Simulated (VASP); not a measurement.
# CaSe (Immm) in VASP: further runs

The runs below take CaSe through single point, with PBEsol.

Program: VASP 6.6.1. These are calculated values, not measurements. Logs are shortened: lines on timing, memory, paths and dates and some standing lists are left out, and cuts for length are marked.

### 1 The cell of the first run

It takes space group Immm (No. 71, orthorhombic). Conventional cell: a = 4.076 Å, b = 4.285 Å, c = 5.912 Å, α = 90.00°, β = 90.00°, γ = 90.00°. Ca (site symmetry mmm) has 6 Se at 2.96 Å within 3.9 Å. Within 3.9 Å of Se (site symmetry mmm) lie 6 Ca at 2.96 Å.

### 2 Single point, PBEsol (strain -0.0500 x Voigt [0, 0, 0, 0, 0, 1])

INCAR

```
SYSTEM = CaSe
PREC = Accurate
ENCUT = 520
EDIFF = 1E-6
ISMEAR = 0
SIGMA = 0.05
LREAL = .False.
LASPH = .True.
NELM = 80
ALGO = Normal
ISIF = 2
LWAVE = .False.
LCHARG = .False.
GGA = PS
NBANDS = 15
```

KPOINTS

```
Automatic mesh
0
Gamma
  8 8 8
  0 0 0
```

POSCAR

```
CaSe
1.0
   -0.0739000000      2.9560000000      2.9560000000
    2.9560000000     -0.0739000000      2.9560000000
    2.8821000000      2.8821000000      0.0000000000
Ca Se
1 1
Direct
    0.0000000000      0.0000000000      0.0000000000
    0.5000000000      0.5000000000      0.5000000000
```

Potentials or basis: VASP PAW PBE potentials, release 64 (Ca_sv, Se).

The run is started by

```
$ cat potpaw_PBE.64/Ca_sv/POTCAR potpaw_PBE.64/Se/POTCAR > POTCAR
$ mpirun -np 1 vasp_std > vasp.out
```

OUTCAR:

```text
SYSTEM = CaSe
   PREC = Accurate
   ENCUT = 520
   EDIFF = 1E-6
   ISMEAR = 0
   LREAL = .False.
   LASPH = .True.
   NELM = 80
   ISIF = 2
   GGA = PS

 ion  position               nearest neighbor table
   1  0.000  0.000  0.000-   2 2.96   2 2.96   2 2.96   2 2.96   2 2.96   2 2.96
   2  0.500  0.500  0.500-   1 2.96   1 2.96   1 2.96   1 2.96   1 2.96   1 2.96

  LATTYP: Found a body centered orthorhombic cell.
 ALAT       =     4.0759049081
 B/A-ratio  =     1.0512820513
 C/A-ratio  =     1.4504754486

  Lattice vectors:

 A1 = (   0.0739000000,  -2.9560000000,  -2.9560000000)
 A2 = (  -0.0739000000,   2.9560000000,  -2.9560000000)
 A3 = (   2.9560000000,  -0.0739000000,   2.9560000000)

Analysis of symmetry for initial positions (statically):
=====================================================================
 Subroutine PRICEL returns:
 Original cell was already a primitive cell.

 Routine SETGRP: Setting up the symmetry group for a
 body centered orthorhombic supercell.

 Subroutine GETGRP returns: Found  8 space group operations
 (whereof  8 operations were pure point group operations)
 out of a pool of  8 trial point group operations.

The static configuration has the point symmetry D_2h.

Analysis of symmetry for dynamics (positions and initial velocities):
=====================================================================
 Subroutine PRICEL returns:
 Original cell was already a primitive cell.

 Routine SETGRP: Setting up the symmetry group for a
 body centered orthorhombic supercell.

 Subroutine GETGRP returns: Found  8 space group operations
 (whereof  8 operations were pure point group operations)
 out of a pool of  8 trial point group operations.

The dynamic configuration has the point symmetry D_2h.

 Subroutine INISYM returns: Found  8 space group operations
 (whereof  8 operations are pure point group operations),
 and found     1 'primitive' translations

----------------------------------------------------------------------------------------

                                     Primitive cell

  volume of cell :      51.6264

  direct lattice vectors                    reciprocal lattice vectors
    -0.073900000  2.956000000  2.956000000    -0.165021948  0.165021948  0.169147497
     2.956000000 -0.073900000  2.956000000     0.165021948 -0.165021948  0.169147497
     2.882100000  2.882100000  0.000000000     0.173484612  0.173484612 -0.169147497

  length of vectors
     4.181068429  4.181068429  4.075904908     0.288227969  0.288227969  0.298001169

  position of ions in fractional coordinates (direct lattice)
     0.000000000  0.000000000  0.000000000
     0.500000000  0.500000000  0.500000000
[... 91 lines left out ...]
   EFERMI =   0.00;   METHOD = LEGACY
   ISMEAR =     0;   SIGMA  =   0.05  broadening in eV -4-tet -1-fermi 0-gaus
   EFERMI_NEDOS =   21; number of points for ismear=-14 and -15
   IALGO  =     38    algorithm
   IMIX   =      4    mixing-type and parameters
     AMIX     =   0.40;   BMIX     =  1.00
     AMIX_MAG =   1.60;   BMIX_MAG =  1.00
  volume/ion in A,a.u.               =      25.81       174.20
  Fermi-wavevector in a.u.,A,eV,Ry     =   1.107875  2.093581 16.699625  1.227388
  Thomas-Fermi vector in A             =   2.244395
   LORBIT       =      0    0 simple, 1 ext, 2 COOP (PROOUT), +10 PAW based schemes
   GGA     = PS    functional components
   LHFCALC =     F    Hartree Fock is set to
   AEXX    =    0.0000 exact exchange contribution
   IVDW    =     0    specifies the selected vdW correction
   LEPSILON=     F    determine dielectric tensor
   LRPA    =     F    only Hartree local field effects (RPA)
 non-spin polarized calculation
 Gauss-broadening in eV      SIGMA  =   0.05
  energy-cutoff  :      520.00
  volume of cell :       51.63
 maximum number of plane-waves:      1406
   NGX = 15   NGY = 15   NGZ = 15

 number of electron      16.0000000 magnetization

 Free energy of the ion-electron system (eV)
  ---------------------------------------------------
  ext. energy  EPLUGINS =         0.00000000
  ---------------------------------------------------
  free energy    TOTEN  =       -10.06094851 eV

  energy without entropy =      -10.06094851  energy(sigma->0) =      -10.06094851

 E-fermi :   2.8653     XC(G=0):  -9.3373

 val. band max:        2.5117542436   @ k =   0.0000   0.0000   0.0000
 cond. band min:       4.2727383020   @ k =   0.5000   0.5000   0.0000
 fundamental gap:      1.7609840584
 Fermi energy:         2.8653410681

 k-point     1 :       0.0000    0.0000    0.0000
  band No.  band energies     occupation
      1     -37.1800      2.00000
      2     -18.2589      2.00000
      3     -18.2544      2.00000
      4     -18.2502      2.00000
      5      -9.4709      2.00000
      6       2.2280      2.00000
      7       2.3553      2.00000
      8       2.5118      2.00000
      9       5.4739      0.00000
     10       5.8234      0.00000
     11       6.0733      0.00000
     12       6.1946      0.00000
     13       6.6197      0.00000
     14       6.6241      0.00000
[... 401 lines left out ...]
      2     -18.2969      2.00000
      3     -18.2676      2.00000
      4     -18.2615      2.00000
      5      -9.1818      2.00000
      6       0.4812      2.00000
      7       1.7044      2.00000
      8       1.8537      2.00000
      9       5.6509      0.00000
     10       6.7252      0.00000
     11       6.9577      0.00000
     12       7.1897      0.00000
     13       7.3783      0.00000
     14       8.9966      0.00000
     15      11.8723      0.00000

 [... further k-points ...]

------------------------ aborting loop because EDIFF is reached ----------------------------------------

  FORCE on cell =-STRESS in cart. coord.  units (eV):
  Direction    XX          YY          ZZ          XY          YZ          ZX
  --------------------------------------------------------------------------------------
  -------------------------------------------------------------------------------------
  Total       -0.2825360     -0.2825360     -0.3123202      0.4373117      0.0000000      0.0000000
  in kB       -8.7682449     -8.7682449     -9.6925685     13.5715645      0.0000000      0.0000000
  external PRESSURE =      -9.0763528 kB  Pullay stress =       0.0000000 kB

 VOLUME and BASIS-vectors are now :
 -----------------------------------------------------------------------------
  energy-cutoff  :      520.00
  volume of cell :       51.63
      direct lattice vectors                 reciprocal lattice vectors
    -0.073900000  2.956000000  2.956000000    -0.165021948  0.165021948  0.169147497
     2.956000000 -0.073900000  2.956000000     0.165021948 -0.165021948  0.169147497
     2.882100000  2.882100000  0.000000000     0.173484612  0.173484612 -0.169147497

 POSITION                                       TOTAL-FORCE (eV/Angst)
 -----------------------------------------------------------------------------------
      0.00000      0.00000      0.00000         0.000000      0.000000      0.000000
      2.88210      2.88210      2.95600        -0.000000     -0.000000      0.000000
 -----------------------------------------------------------------------------------
    total drift:                                0.000000     -0.000000     -0.000000

  FREE ENERGIE OF THE ION-ELECTRON SYSTEM (eV)
  ---------------------------------------------------
  free  energy   TOTEN  =       -10.0609485082 eV

  energy  without entropy=      -10.0609485082  energy(sigma->0) =      -10.06094851
```

stdout:

```text
POSCAR found type information on POSCAR CaSe
 POSCAR found :  2 types and       2 ions
 scaLAPACK will be used
 -----------------------------------------------------------------------------
|                                                                             |
|                                                                             |
|     You enforced a specific xc type in the INCAR file but a different       |
|     I HOPE YOU KNOW WHAT YOU ARE DOING!                                     |
|                                                                             |
 -----------------------------------------------------------------------------

 LDA part: xc-table for (Slater+PW92), standard interpolation
 POSCAR, INCAR and KPOINTS ok, starting setup
 FFT: planning ... GRIDC
 FFT: planning ... GRID_SOFT
 FFT: planning ... GRID
 WAVECAR not read
 entering main loop
```

It took 25 s on 1 thread of Intel Xeon 6975P-C (Granite Rapids), shared host; peak memory 0.22 GiB.

What came out:

- Free energy: -10.0609 eV
- Pressure: -0.9 GPa
- Band gap on the k mesh: 1.76 eV (least direct gap 2.65 eV)

Caveat: the cell differs from its parent crystal (strain -0.0500 x Voigt [0, 0, 0, 0, 0, 1]); the PAW data sets were made with another functional, which shifts forces and pressure a little. A k mesh can miss the band edges.

(Part 1 of 2 ends here.)
